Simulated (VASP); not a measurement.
Here is a VASP 6.6.1 calculation.

The input POSCAR:

```
Re
1.0
    2.7578195453      0.0000000000      0.0000000000
   -1.3789097727      2.3883417853      0.0000000000
    0.0000000000      0.0000000000      4.4625677689
Re
2
Direct
    0.3333333333      0.6666666667      0.7500000000
    0.6666666667      0.3333333333      0.2500000000
```

File INCAR.step1:

```
SYSTEM = Re
PREC = Accurate
ENCUT = 520
ISMEAR = 0
SIGMA = 0.05
LREAL = .False.
LASPH = .True.
NELM = 80
NBANDS = 14
GGA = PE
ALGO = Normal
EDIFF = 1E-4
LWAVE = .True.
LCHARG = .False.
```

File INCAR.step2:

```
SYSTEM = Re
PREC = Accurate
ENCUT = 520
EDIFF = 1E-6
ISMEAR = 0
SIGMA = 0.05
LREAL = .False.
LASPH = .True.
NELM = 80
ALGO = Normal
ISIF = 2
LWAVE = .False.
LCHARG = .True.
METAGGA = R2SCAN
LMIXTAU = .True.
LELF = .True.
LVHAR = .True.
NBANDS = 14
ISTART = 1
```

The input KPOINTS:

```
Automatic mesh
0
Gamma
  18 18 10
  0 0 0
```

Potentials or basis: VASP PAW PBE potentials, release 64 (Re).

Command:

```bash
$ cat potpaw_PBE.64/Re/POTCAR > POTCAR
$ cp INCAR.step1 INCAR
$ mpirun -np 1 vasp_std > vasp.out
$ cp INCAR.step2 INCAR
$ mpirun -np 1 vasp_std > vasp.out
```

**Question.** Predict the pressure.

**Answer.** 0.1 GPa.

**Question.** What does it give for the band gap on the k mesh?

**Answer.** Zero (bands 7 and 8 overlap by 3.20 eV).

Caveat: the PAW data sets were made with another functional, which shifts forces and pressure a little; spin-orbit coupling is left out, which moves the levels of the heavy elements.
